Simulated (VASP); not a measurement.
The system is MoSe.

```
CELL_PARAMETERS angstrom
3.13483 0.00000 0.00000
0.00000 3.13483 0.00000
0.00000 0.00000 3.13483
ATOMIC_POSITIONS crystal
Mo 0.00000 0.00000 0.00000
Se 0.50000 0.50000 0.50000
```

```yaml
Program: VASP 6.6.1
Task: relaxation of cell and atoms
Functional: PBEsol
Potentials_or_basis: VASP PAW PBE potentials, release 64 (Mo_sv, Se)
Cutoff: 600 eV
k_mesh: 14 × 14 × 14
Occupations: gaussian, width 0.1 eV
Spin: no spin polarisation
```

At the start: pressure -4.7 GPa; volume 15.40 Å³/atom.

Problem. How do energy, volume and symmetry change on relaxing?

Solution. Over 3 steps the energy falls by 5.6 meV/atom and the volume is 15.04 Å³/atom (-2.4 %); space group Pm-3m (No. 221, to 0.05 Å).

The path:
```csv
step,energy change (eV),largest force (eV/Å),pressure (GPa),volume (Å³)
1,0.0000,0.0000,-4.71,30.81
2,0.0238,0.0000,9.48,28.83
3,-0.0112,0.0000,-0.06,30.07
```

Final structure:
```
Mo Se
1.0
     3.10973    0.00000    0.00000
     0.00000    3.10973    0.00000
     0.00000    0.00000    3.10973
Mo Se
1 1
Cartesian
  0.0000 0.0000 0.0000
  1.5549 1.5549 1.5549
```

Caveat: the PAW data sets were made with another functional, which shifts forces and pressure a little.
